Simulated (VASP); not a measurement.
Wanted: the native input for a VASP 6.6.1 run.

```yaml
Task: relaxation of cell and atoms
Functional: PBE
Potentials_or_basis: VASP PAW PBE potentials, release 64 (Sb, Br)
Cutoff: 500 eV
k_mesh: 14 × 14 × 14
Occupations: gaussian, width 0.1 eV
Spin: no spin polarisation
Dipole_correction: no
Further_INCAR_settings: ALGO = Normal; EDIFF = 1e-07; IBRION = 2; EDIFFG = -0.01; NSW = 100; ISIF = 3
```

The structure of SbBr lies in POSCAR:

```
SbBr
1.0
    3.7703903361      0.0000000000      0.0000000000
    0.0000000000      3.7703903361      0.0000000000
    0.0000000000      0.0000000000      3.7703903361
Sb Br
1 1
Direct
    0.5000000000      0.5000000000      0.5000000000
    0.0000000000      0.0000000000      0.0000000000
```

The cell was generated, and may not be a known phase.

The input as run:

INCAR

```
  PREC = Accurate
  ENCUT = 500
  EDIFF = 1E-7
  ISMEAR = 0
  SIGMA = 0.1
  LREAL = False
  LASPH = True
  NELM = 120
  ALGO = Normal
  ISIF = 3
  LWAVE = False
  LCHARG = False
  GGA = PE
  IBRION = 2
  NSW = 100
  EDIFFG = -0.01
  GGA_COMPAT = False
  NELMIN = 4
```

KPOINTS

```
Automatic mesh
0
Gamma
  14 14 14
```

Potentials or basis: VASP PAW PBE potentials, release 64 (Sb, Br).

Launch:

```console
$ cat potpaw_PBE.64/Sb/POTCAR potpaw_PBE.64/Br/POTCAR > POTCAR
$ mpirun -np 1 vasp_std > vasp.out
```

It gave:

```json
{"Relaxed volume": "26.95 Å³/atom", "Relaxed cell": "a = 3.777 Å, b = 3.777 Å, c = 3.777 Å, α = 90.00°, β = 90.00°, γ = 90.00°", "Space group after relaxing (to 0.1 Å)": "Pm-3m (No. 221)", "Energy gained by relaxing": "0.1 meV/atom", "Ionic steps": "2", "Pressure after relaxing": "0.0 GPa", "Band gap on the k mesh": "zero (bands 6 and 7 overlap by 5.04 eV)"}
```

Caveat: spin-orbit coupling is left out, which moves the levels of the heavy elements.

Wall time 100 s on 1 thread of Intel Xeon 8259CL, on a shared host, peak memory 0.22 GiB.
